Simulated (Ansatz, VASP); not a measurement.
**One calculation of In3Se, two programs**

The input INCAR:

```
PREC = Accurate ; ENCUT = 520
EDIFF = 1E-6 ; ISMEAR = 0
SIGMA = 0.1 ; LREAL = False
LASPH = True ; NELM = 80
ALGO = Normal ; ISIF = 2
LWAVE = False ; LCHARG = False
GGA = PE ; NBANDS = 30
```

The input KPOINTS:

```
regular mesh
0
Gamma
  1 1 1
```

The input POSCAR:

```
In3Se
1.0
    4.8037580000      0.0000000000      0.0000000000
    0.0000000000      4.8037580000      0.0000000000
    0.0000000000      0.0000000000      4.8037580000
In Se
3 1
Direct
    0.0000000000      0.5000000000      0.5000000000
    0.5000000000      0.0000000000      0.5000000000
    0.5000000000      0.5000000000      0.0000000000
    0.0000000000      0.0000000000      0.0000000000
```

Input for Ansatz:

```yaml
crystal:
  lattice:
    - [4.803758, 0.0, 0.0]
    - [0.0, 4.803758, 0.0]
    - [0.0, 0.0, 4.803758]
  atoms:
    - { symbol: In, position: [0.0, 0.5, 0.5] }
    - { symbol: In, position: [0.5, 0.0, 0.5] }
    - { symbol: In, position: [0.5, 0.5, 0.0] }
    - { symbol: Se, position: [0.0, 0.0, 0.0] }
basis:
  ecutwfc: 420
kpoints:
  mp_grid: { grid: [1, 1, 1] }
hamiltonian:
  xc: pbe
scf:
  occupations: { method: gaussian, width: 0.1 }
output:
  forces: true
  stress: true
  eigenvalues: true
```

Alike in both runs: task single point; functional PBE; k mesh 1 × 1 × 1; occupations gaussian, width 0.1 eV; no spin polarisation.

```csv
,VASP,Ansatz
version,VASP 6.6.1,Ansatz 0.2.0
potentials or method,"VASP PAW PBE potentials, release 64 (In_d, Se), cutoff 520 eV","scalar-relativistic, plane waves, PAW"
valence electrons in the cell,45,55
```

Ansatz gave:

| Quantity | Value |
| --- | --- |
| pressure (GPa) | 6.0 |

**Question.** Which values does VASP return?

**Answer.** Pressure (GPa): 5.9.

VASP's potentials hold 45 valence electrons a cell and Ansatz's 55, so a difference there can come from the potentials and not from the codes.

The k mesh is coarse, so the values compare programs but aren't converged.
